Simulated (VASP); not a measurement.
Set up this calculation in VASP 6.6.1, as the native input.

| Item | Value |
| --- | --- |
| Task | single point |
| Functional | PBE |
| Potentials or basis | VASP PAW PBE potentials, release 64 (La, Ge_d, Fe) |
| Cutoff | 520 eV |
| k mesh | 6 × 6 × 5 |
| Occupations | fermi-dirac, width 0.05 eV |
| Spin | collinear spin, ferromagnetic start |
| Starting moments | [0.0, 0.0, 3.0] μB |
| Fixed moment | 3 μB |
| Dipole correction | no |
| Further INCAR settings | ALGO = Normal; EDIFF = 1e-07; NBANDS = 28 |

The structure of LaFeGe lies in POSCAR:

```
LaFeGe
1.0
    4.2318077991      0.0000000000      0.0000000000
   -2.1159038996      3.6648530580      0.0000000000
    0.0000000000      0.0000000000      4.2857840000
La Ge Fe
1 1 1
Direct
    0.0000000000      0.0000000000      0.0000000000
    0.6666666667      0.3333333333      0.5000000000
    0.3333333333      0.6666666667      0.5000000000
```

One way to write it, as run:

INCAR

```
  PREC = Accurate
  ENCUT = 520
  EDIFF = 1E-7
  ISMEAR = -1
  SIGMA = 0.05
  LREAL = F
  LASPH = T
  NELM = 150
  ALGO = Normal
  ISIF = 2
  LWAVE = F
  LCHARG = F
  ISPIN = 2
  MAGMOM = 0 0 3
  LORBIT = 11
  NUPDOWN = 3.0
  LMAXMIX = 6
  GGA = PE
  NBANDS = 28
```

KPOINTS

```
regular mesh
0
Gamma
  6 6 5
```

Potentials or basis: VASP PAW PBE potentials, release 64 (La, Ge_d, Fe).

Run with:

```console
$ cat potpaw_PBE.64/La/POTCAR potpaw_PBE.64/Ge_d/POTCAR potpaw_PBE.64/Fe/POTCAR > POTCAR
$ mpirun -np 1 vasp_std > vasp.out
```

Results of the run:

```json
{
  "Pressure": "1.2 GPa",
  "Net moment": "3.00 μB per cell",
  "Site moments": "La +0.06; Ge +0.07; Fe +2.60 μB",
  "Valence electrons inside the program's atomic spheres": "La 8.52; Ge 12.47; Fe 7.04"
}
```

Caveat: the total moment is fixed, so each spin has its own Fermi level.

Wall time 74 s on 1 thread of Intel(R) Xeon(R) Platinum 8488C (Sapphire Rapids) (shared host), peak memory 0.25 GiB.
